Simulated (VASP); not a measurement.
# BiTe (Immm) in VASP: further runs

BiTe is run at these levels: PBEsol; tasks: single point.

Everything below comes from runs of VASP 6.6.1. Logs are shortened: lines on timing, memory, paths and dates and some standing lists are left out, and cuts for length are marked.

**1. The cell of the first run**

The structure is orthorhombic, space group Immm (No. 71). The conventional cell has a = 4.529 Å, b = 4.621 Å, c = 6.470 Å, α = 90.00°, β = 90.00°, γ = 90.00°. Within 4.3 Å of Bi (site symmetry mmm) lie 6 Te at 3.23 to 3.24 Å. Te (site symmetry mmm) has 6 Bi at 3.23 to 3.24 Å within 4.3 Å.

**2. Single point, PBEsol (strain -0.0200 x Voigt [0, 0, 0, 0, 0, 1])**

Contents of INCAR:

```
SYSTEM = BiTe
PREC     = Accurate       ! precision mode
ENCUT    = 520            ! plane-wave cutoff, eV
EDIFF    = 1E-6           ! SCF threshold, eV
ISMEAR   = 0              ! smearing method
SIGMA    = 0.15           ! smearing width, eV
LREAL    = .False.        ! projectors in reciprocal space
LASPH    = .True.         ! aspherical terms in the spheres
NELM     = 60             ! most SCF steps
ALGO     = Normal         ! electronic algorithm
ISIF     = 2              ! what is computed and relaxed
LWAVE    = .False.        ! write WAVECAR
LCHARG   = .False.        ! write CHGCAR
GGA      = PS             ! functional
NBANDS   = 18             ! bands
```

Contents of KPOINTS:

```
Automatic mesh
0
Gamma
  14 14 14
  0 0 0
```

Contents of POSCAR:

```
BiTe
1.0
   -0.0323500000      3.2350000000      3.2350000000
    3.2350000000     -0.0323500000      3.2350000000
    3.2026500000      3.2026500000      0.0000000000
Bi Te
1 1
Direct
    0.0000000000      0.0000000000      0.0000000000
    0.5000000000      0.5000000000      0.5000000000
```

Potentials or basis: VASP PAW PBE potentials, release 64 (Bi_d, Te).

Command:

```sh
$ cat potpaw_PBE.64/Bi_d/POTCAR potpaw_PBE.64/Te/POTCAR > POTCAR
$ mpirun -np 1 vasp_std > vasp.out
```

OUTCAR:

```text
SYSTEM = BiTe
   PREC = Accurate
   ENCUT = 520
   EDIFF = 1E-6
   ISMEAR = 0
   LREAL = .False.
   LASPH = .True.
   NELM = 60
   ISIF = 2
   GGA = PS

 ion  position               nearest neighbor table
   1  0.000  0.000  0.000-   2 3.23   2 3.23   2 3.24   2 3.24   2 3.24   2 3.24
   2  0.500  0.500  0.500-   1 3.23   1 3.23   1 3.24   1 3.24   1 3.24   1 3.24

  LATTYP: Found a body centered orthorhombic cell.
 ALAT       =     4.5292310655
 B/A-ratio  =     1.0202020202
 C/A-ratio  =     1.4284985479

  Lattice vectors:

 A1 = (   0.0323500000,  -3.2350000000,  -3.2350000000)
 A2 = (  -0.0323500000,   3.2350000000,  -3.2350000000)
 A3 = (   3.2350000000,  -0.0323500000,   3.2350000000)

Analysis of symmetry for initial positions (statically):
=====================================================================
 Subroutine PRICEL returns:
 Original cell was already a primitive cell.

 Routine SETGRP: Setting up the symmetry group for a
 body centered orthorhombic supercell.

 Subroutine GETGRP returns: Found  8 space group operations
 (whereof  8 operations were pure point group operations)
 out of a pool of  8 trial point group operations.

The static configuration has the point symmetry D_2h.

Analysis of symmetry for dynamics (positions and initial velocities):
=====================================================================
 Subroutine PRICEL returns:
 Original cell was already a primitive cell.

 Routine SETGRP: Setting up the symmetry group for a
 body centered orthorhombic supercell.

 Subroutine GETGRP returns: Found  8 space group operations
 (whereof  8 operations were pure point group operations)
 out of a pool of  8 trial point group operations.

The dynamic configuration has the point symmetry D_2h.

 Subroutine INISYM returns: Found  8 space group operations
 (whereof  8 operations are pure point group operations),
 and found     1 'primitive' translations

----------------------------------------------------------------------------------------

                                     Primitive cell

  volume of cell :      67.7032

  direct lattice vectors                    reciprocal lattice vectors
    -0.032350000  3.235000000  3.235000000    -0.153029213  0.153029213  0.154559505
     3.235000000 -0.032350000  3.235000000     0.153029213 -0.153029213  0.154559505
     3.202650000  3.202650000  0.000000000     0.156120713  0.156120713 -0.154559505

  length of vectors
     4.575095247  4.575095247  4.529231066     0.265940822  0.265940822  0.269510657

  position of ions in fractional coordinates (direct lattice)
     0.000000000  0.000000000  0.000000000
     0.500000000  0.500000000  0.500000000

  ion indices of the primitive-cell ions
   primitive index   ion index
                 1           1
                 2           2

----------------------------------------------------------------------------------------

 KPOINTS: Automatic mesh

Automatic generation of k-mesh.
 Grid dimensions read from file:
 generate k-points for:   14   14   14

 Generating k-lattice:

  Cartesian coordinates                     Fractional coordinates (reciprocal lattice)
    -0.010930658  0.010930658  0.011039965     0.071428571  0.000000000  0.000000000
     0.010930658 -0.010930658  0.011039965     0.000000000  0.071428571  0.000000000
     0.011151479  0.011151479 -0.011039965    -0.000000000 -0.000000000  0.071428571

  Length of vectors
     0.018995773  0.018995773  0.019250761

  Shift w.r.t. Gamma in fractional coordinates (k-lattice)
     0.000000000  0.000000000  0.000000000

 Subroutine IBZKPT returns following result:
 ===========================================

 Found    428 irreducible k-points:

 Following reciprocal coordinates:
            Coordinates               Weight
  0.000000  0.000000  0.000000      1.000000
  0.071429  0.000000  0.000000      4.000000
  0.142857  0.000000  0.000000      4.000000
  0.214286 -0.000000  0.000000      4.000000
  0.285714  0.000000  0.000000      4.000000
  0.357143  0.000000  0.000000      4.000000
[... 16 lines left out ...]
  0.214286  0.142857  0.000000      4.000000
  0.285714  0.142857  0.000000      4.000000
 [... further k-points ...]
   k-points           NKPTS =    428   k-points in BZ     NKDIM =    428   number of bands    NBANDS=     18
   number of dos      NEDOS =    301   number of ions     NIONS =      2
   total plane-waves  NPLWV =  46656
   dimension x,y,z NGX =    36 NGY =   36 NGZ =   36
   dimension x,y,z NGXF=    72 NGYF=   72 NGZF=   72
   ions per type =               1   1
   NGX,Y,Z   is equivalent  to a cutoff of  13.08, 13.08, 13.21 a.u.
   NGXF,Y,Z  is equivalent  to a cutoff of  26.16, 26.16, 26.43 a.u.
 SYSTEM =  BiTe
   PREC   = accura    normal or accurate (medium, high low for compatibility)
   ISTART =      0    job   : 0-new  1-cont  2-samecut
   ICHARG =      2    charge: 1-file 2-atom 10-const
   ISPIN  =      1    spin polarized calculation?
   LNONCOLLINEAR =      F non collinear calculations
   LSORBIT =      F    spin-orbit coupling
   LASPH  =      T    aspherical Exc in radial PAW
   ENCUT  =  520.0 eV  38.22 Ry    6.18 a.u.   8.51  8.51  8.42*2*pi/ulx,y,z
   NELM   =     60;   NELMIN=  2; NELMDL= -5     # of ELM steps
   EDIFF  = 0.1E-05   stopping-criterion for ELM
   LREAL  =      F    real-space projection
   EDIFFG = 0.1E-04   stopping-criterion for IOM
   NSW    =      0    number of steps for IOM
   IBRION =     -1    ionic relax: 0-MD 1-quasi-New 2-CG
   NFREE  =      0    steps in history (QN), initial steepest desc. (CG)
   ISIF   =      2    stress and relaxation
   ISYM   =      2    0-nonsym 1-usesym 2-fastsym
   POTIM  = 0.5000    time-step for ionic-motion
   TEBEG  =    0.0;   TEEND  =   0.0 temperature during run
   PSTRESS=    0.0 pullay stress
   NELECT =      21.0000    total number of electrons
   NUPDOWN=      -1.0000    fix difference up-down
   EMIN   =  10.00;   EMAX   =-10.00  energy-range for DOS
   EFERMI =   0.00;   METHOD = LEGACY
   ISMEAR =     0;   SIGMA  =   0.15  broadening in eV -4-tet -1-fermi 0-gaus
   EFERMI_NEDOS =   21; number of points for ismear=-14 and -15
   IALGO  =     38    algorithm
   IMIX   =      4    mixing-type and parameters
     AMIX     =   0.40;   BMIX     =  1.00
     AMIX_MAG =   1.60;   BMIX_MAG =  1.00
  volume/ion in A,a.u.               =      33.85       228.44
  Fermi-wavevector in a.u.,A,eV,Ry     =   1.108183  2.094162 16.708899  1.228069
  Thomas-Fermi vector in A             =   2.244707
   LORBIT       =      0    0 simple, 1 ext, 2 COOP (PROOUT), +10 PAW based schemes
   GGA     = PS    functional components
   LHFCALC =     F    Hartree Fock is set to
   AEXX    =    0.0000 exact exchange contribution
   IVDW    =     0    specifies the selected vdW correction
   LEPSILON=     F    determine dielectric tensor
   LRPA    =     F    only Hartree local field effects (RPA)
 non-spin polarized calculation
 Gauss-broadening in eV      SIGMA  =   0.15
  energy-cutoff  :      520.00
  volume of cell :       67.70
 maximum number of plane-waves:      1843
 NGX is ok and might be reduce to    36
   NGX = 17   NGY = 17   NGZ = 17

 number of electron      21.0000001 magnetization

 Free energy of the ion-electron system (eV)
  ---------------------------------------------------
  ext. energy  EPLUGINS =         0.00000000
  ---------------------------------------------------
  free energy    TOTEN  =        -7.98227831 eV

  energy without entropy =       -7.96611320  energy(sigma->0) =       -7.97419575

 E-fermi :   6.4910     XC(G=0):  -9.5941

 val. band max:        6.4905169958   @ k =  -0.4286   0.0000   0.1429
 cond. band min:       6.4944410887   @ k =   0.1429   0.1429   0.2857
 fundamental gap:      0.0039240928
 Fermi energy:         6.4910274295

 k-point     1 :       0.0000    0.0000    0.0000
  band No.  band energies     occupation
      1     -16.5709      2.00000
      2     -16.5708      2.00000
      3     -16.5674      2.00000
      4     -16.5663      2.00000
      5     -16.5652      2.00000
      6      -7.0439      2.00000
[... 10 lines left out ...]
     17      12.4834      0.00000
     18      12.9299      0.00000

 k-point     2 :       0.0714    0.0000    0.0000
  band No.  band energies     occupation
      1     -16.5711      2.00000
      2     -16.5709      2.00000
      3     -16.5672      2.00000
      4     -16.5661      2.00000
      5     -16.5650      2.00000
      6      -6.9986      2.00000
[... 10 lines left out ...]
     17      12.8097      0.00000
     18      13.2872      0.00000

 k-point     3 :       0.1429    0.0000    0.0000
  band No.  band energies     occupation
      1     -16.5715      2.00000
      2     -16.5714      2.00000
      3     -16.5668      2.00000
      4     -16.5656      2.00000
      5     -16.5642      2.00000
      6      -6.8634      2.00000
[... 10 lines left out ...]
     17      13.6143      0.00000
     18      14.1119      0.00000

 k-point     4 :       0.2143   -0.0000    0.0000
  band No.  band energies     occupation
      1     -16.5724      2.00000
      2     -16.5722      2.00000
      3     -16.5662      2.00000
      4     -16.5645      2.00000
      5     -16.5628      2.00000
      6      -6.6401      2.00000
[... 375 lines left out ...]
      4     -16.5654      2.00000
      5     -16.5633      2.00000
      6      -6.8038      2.00000
[... 10 lines left out ...]
     17      12.9348      0.00000
     18      13.3632      0.00000

 k-point    23 :       0.2143    0.1429    0.0000
  band No.  band energies     occupation
      1     -16.5745      2.00000
      2     -16.5698      2.00000
      3     -16.5671      2.00000
      4     -16.5644      2.00000
      5     -16.5622      2.00000
      6      -6.6429      2.00000
[... 10 lines left out ...]
     17      13.3643      0.00000
     18      13.7380      0.00000

 k-point    24 :       0.2857    0.1429    0.0000
  band No.  band energies     occupation
      1     -16.5756      2.00000
      2     -16.5703      2.00000
      3     -16.5669      2.00000
      4     -16.5633      2.00000
      5     -16.5607      2.00000
      6      -6.3980      2.00000
[... 10 lines left out ...]
     17      14.1982      0.00000
     18      14.5310      0.00000

 [... further k-points ...]

------------------------ aborting loop because EDIFF is reached ----------------------------------------

  FORCE on cell =-STRESS in cart. coord.  units (eV):
  Direction    XX          YY          ZZ          XY          YZ          ZX
  --------------------------------------------------------------------------------------
  -------------------------------------------------------------------------------------
  Total       -0.7319807     -0.7319807     -0.7379703      0.0049583      0.0000000      0.0000000
  in kB      -17.3221107    -17.3221107    -17.4638523      0.1173370      0.0000000      0.0000000
  external PRESSURE =     -17.3693579 kB  Pullay stress =       0.0000000 kB

 VOLUME and BASIS-vectors are now :
 -----------------------------------------------------------------------------
  energy-cutoff  :      520.00
  volume of cell :       67.70
      direct lattice vectors                 reciprocal lattice vectors
    -0.032350000  3.235000000  3.235000000    -0.153029213  0.153029213  0.154559505
     3.235000000 -0.032350000  3.235000000     0.153029213 -0.153029213  0.154559505
     3.202650000  3.202650000  0.000000000     0.156120713  0.156120713 -0.154559505

 POSITION                                       TOTAL-FORCE (eV/Angst)
 -----------------------------------------------------------------------------------
      0.00000      0.00000      0.00000        -0.000000      0.000000      0.000000
      3.20265      3.20265      3.23500         0.000000     -0.000000     -0.000000
 -----------------------------------------------------------------------------------
    total drift:                               -0.000000      0.000000      0.000000

  FREE ENERGIE OF THE ION-ELECTRON SYSTEM (eV)
  ---------------------------------------------------
  free  energy   TOTEN  =        -7.9822783100 eV

  energy  without entropy=       -7.9661131975  energy(sigma->0) =       -7.97419575
```

It took 12 min on 1 thread of Intel Xeon 8259CL, shared host; peak memory 0.62 GiB.

Results:

| Property | Result |
| --- | --- |
| Free energy | -7.9823 eV |
| Pressure | -1.7 GPa |
| Band gap on the k mesh | zero (an odd number of electrons rules out a gap without spin polarisation) |

Levels at points of the mesh, in eV from the Fermi level:
| k point | band 8 | band 9 | band 10 | band 11 | band 12 | band 13 |
| --- | --- | --- | --- | --- | --- | --- |
| (0.00, 0.00, 0.00) | -2.62 | -2.53 | -2.44 | 2.12 | 2.15 | 2.19 |
| (0.50, 0.00, 0.00) | -1.90 | -1.85 | -1.57 | -0.83 | -0.61 | -0.56 |
| (0.50, 0.50, 0.00) | -5.67 | -4.11 | -3.91 | 2.18 | 3.55 | 3.63 |
| (0.00, 0.00, 0.50) | -1.95 | -1.92 | -1.64 | -0.92 | -0.70 | -0.64 |
| (0.50, 0.00, 0.50) | -5.67 | -4.01 | -4.01 | 2.17 | 3.58 | 3.59 |

Caveat: the cell differs from its parent crystal (strain -0.0200 x Voigt [0, 0, 0, 0, 0, 1]); the PAW data sets were made with another functional, which shifts forces and pressure a little; spin-orbit coupling is left out, which moves the levels of the heavy elements.

(Part 1 of 2 ends here.)
